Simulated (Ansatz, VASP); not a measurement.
**Sn: VASP beside Ansatz**

File INCAR:

```
PREC = Accurate ; ENCUT = 520
EDIFF = 1E-6 ; ISMEAR = -1
SIGMA = 0.02 ; LREAL = False
LASPH = True ; NELM = 60
ALGO = Normal ; ISIF = 2
LWAVE = False ; LCHARG = True
GGA = PE ; LELF = True
LVHAR = True ; NBANDS = 36
```

File KPOINTS:

```
Automatic mesh
0
Gamma
  7 7 5
```

POSCAR

```
Sn
1.0
    3.3279730282      3.3279730282      0.0000000000
   -3.3279730282      3.3279730282      0.0000000000
    0.0000000000      0.0000000000      6.6559460565
Sn
4
Direct
    0.2500000000      0.5000000000      0.3750000000
    0.7500000000      0.0000000000      0.8750000000
    0.2500000000      0.0000000000      0.1250000000
    0.7500000000      0.5000000000      0.6250000000
```

Input for Ansatz:

```yaml
crystal:
  lattice:
    - [3.3279730282, 3.3279730282, 0.0]
    - [-3.3279730282, 3.3279730282, 0.0]
    - [0.0, 0.0, 6.6559460565]
  atoms:
    - { symbol: Sn, position: [0.25, 0.5, 0.375] }
    - { symbol: Sn, position: [0.75, 0.0, 0.875] }
    - { symbol: Sn, position: [0.25, 0.0, 0.125] }
    - { symbol: Sn, position: [0.75, 0.5, 0.625] }
kpoints:
  mp_grid: { grid: [7, 7, 5] }
scf:
  occupations: { method: fermi_dirac, width: 0.02 }
hamiltonian:
  xc: pbe
  pseudopotentials: { kind: all_electron, lapw: { basis_error: 0.001 } }
output:
  forces: true
  stress: true
  eigenvalues: true
```

Alike in both runs: task single point; functional PBE; k mesh 7 × 7 × 5; occupations fermi-dirac, width 0.02 eV; no spin polarisation.

|  | VASP | Ansatz |
| --- | --- | --- |
| version | VASP 6.6.1 | Ansatz 0.2.0 |
| potentials or method | VASP PAW PBE potentials, release 64 (Sn_d), cutoff 520 eV | all-electron LAPW, scalar-relativistic |

|  | VASP | Ansatz | Ansatz less VASP |
| --- | --- | --- | --- |
| pressure (GPa) | 0.0 | 0.0 | +0.05 |

Ansatz ran all-electron here, and VASP with PAW potentials.
